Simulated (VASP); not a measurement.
Set up this calculation in VASP 6.6.1, as the native input.

```yaml
Task: relaxation of the atoms
Functional: PBE
Potentials_or_basis: VASP PAW PBE potentials, release 64 (Hf_pv, N)
Cutoff: 520 eV
k_mesh: 6 × 6 × 6
Occupations: gaussian, width 0.02 eV
Spin: no spin polarisation
Dipole_correction: no
Further_INCAR_settings: ALGO = Normal; EDIFF = 1e-07; IBRION = 2; EDIFFG = -0.01; NSW = 50
```

The structure of Hf3N4 lies in POSCAR:

```
Hf3N4
1.0
   -3.2984061774      3.2984061774      3.2984061774
    3.2984061774     -3.2984061774      3.2984061774
    3.2984061774      3.2984061774     -3.2984061774
Hf N
6 8
Direct
    0.2500000000      0.6250000000      0.3750000000
    0.3750000000      0.2500000000      0.6250000000
    0.7500000000      0.8750000000      0.1250000000
    0.1250000000      0.7500000000      0.8750000000
    0.6250000000      0.3750000000      0.2500000000
    0.8750000000      0.1250000000      0.7500000000
    0.1385471643      0.1385471643      0.1385471643
    0.8614528357      0.5000000000      0.0000000000
    0.5000000000      0.0000000000      0.3614528357
    0.0000000000      0.8614528357      0.5000000000
    0.3614528357      0.5000000000      0.0000000000
    0.6385471643      0.6385471643      0.6385471643
    0.0000000000      0.3614528357      0.5000000000
    0.5000000000      0.0000000000      0.8614528357
```

These files were run (other wordings do the same):

INCAR

```
PREC = Accurate ; ENCUT = 520
EDIFF = 1E-7 ; ISMEAR = 0
SIGMA = 0.02 ; LREAL = F
LASPH = T ; NELM = 120
ALGO = Normal ; ISIF = 2
LWAVE = F ; LCHARG = F
GGA = PE ; IBRION = 2
NSW = 50 ; EDIFFG = -0.01
GGA_COMPAT = F ; NELMIN = 4
KPAR = 4
```

KPOINTS

```
Automatic mesh
0
Gamma
  6 6 6
```

Potentials or basis: VASP PAW PBE potentials, release 64 (Hf_pv, N).

Command:

```bash
$ cat potpaw_PBE.64/Hf_pv/POTCAR potpaw_PBE.64/N/POTCAR > POTCAR
$ mpirun -np 4 vasp_std > vasp.out
```

Results of the run:

```json
{"Energy gained by relaxing": "0.7 meV/atom", "Ionic steps": "3", "Pressure after relaxing": "13.3 GPa", "Band gap on the k mesh": "1.13 eV"}
```

Caveat: spin-orbit coupling is left out, which moves the levels of the heavy elements.

Run time: 3.2 min on 4 MPI ranks on Intel(R) Xeon(R) Platinum 8375C CPU @ 2.90GHz (Ice Lake), with other jobs on the host, peak memory 0.32 GiB a rank.
